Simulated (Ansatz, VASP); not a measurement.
SnO in VASP and in Ansatz

File POSCAR:

```
SnO
1.0
    0.0000000000      2.7393591945      2.7393591945
    2.7393591945      0.0000000000      2.7393591945
    2.7393591945      2.7393591945      0.0000000000
Sn O
1 1
Direct
    0.0000000000      0.0000000000      0.0000000000
    0.2500000000      0.2500000000      0.2500000000
```

Contents of INCAR.step1:

```
ALGO = Normal ; EDIFF = 1E-4
ENCUT = 520 ; GGA = PE
ISMEAR = -1 ; LASPH = T
LCHARG = F ; LREAL = F
LWAVE = T ; NBANDS = 17
NELM = 80 ; PREC = Accurate
SIGMA = 0.02
```

INCAR.step2

```
ALGO = Normal ; EDIFF = 1E-6
ENCUT = 520 ; ISIF = 2
ISMEAR = -1 ; ISTART = 1
LASPH = T ; LCHARG = F
LMIXTAU = T ; LREAL = F
LWAVE = F ; METAGGA = R2SCAN
NBANDS = 17 ; NELM = 80
PREC = Accurate ; SIGMA = 0.02
```

Contents of KPOINTS:

```
k-points
0
Gamma
  8 8 8
```

Input for Ansatz:

```yaml
crystal:
  lattice:
    - [0.0, 2.7393591945, 2.7393591945]
    - [2.7393591945, 0.0, 2.7393591945]
    - [2.7393591945, 2.7393591945, 0.0]
  atoms:
    - { symbol: Sn, position: [0.0, 0.0, 0.0] }
    - { symbol: O, position: [0.25, 0.25, 0.25] }
kpoints:
  mp_grid: { grid: [8, 8, 8] }
  band_path:
    path:
      - [0.0, 0.0, 0.0]
      - [-0.5, -0.5, 0.0]
      - [-0.375, -0.375, 0.25]
      - [-0.375, 0.0, 0.375]
      - [0.0, 0.0, 0.5]
      - [-0.5, -0.25, 0.25]
      - [-0.5, -0.4, 0.1]
    npoints: 1
hamiltonian:
  xc: r2scan
scf:
  occupations: { method: fermi_dirac, width: 0.02 }
  n_extra_bands: 4
output:
  forces: true
  stress: true
  eigenvalues: true
```

Change from the starting cell: hydrostatic strain +1.1%.

Alike in both runs: task single point; functional r2SCAN; k mesh 8 × 8 × 8; occupations fermi-dirac, width 0.02 eV; no spin polarisation.

```csv
,VASP,Ansatz
version,VASP 6.6.1,Ansatz 0.2.0
potentials or method,"VASP PAW PBE potentials, release 64 (Sn_d, O)","plane waves, PAW"
plane-wave cutoff (eV),520,500
valence electrons in the cell,20,20
```

VASP gave:

* pressure (GPa): -2.0

Task: Estimate Ansatz's values.

Result: Pressure (GPa): -2.2.

VASP's potentials were made for PBE, not for r2SCAN.
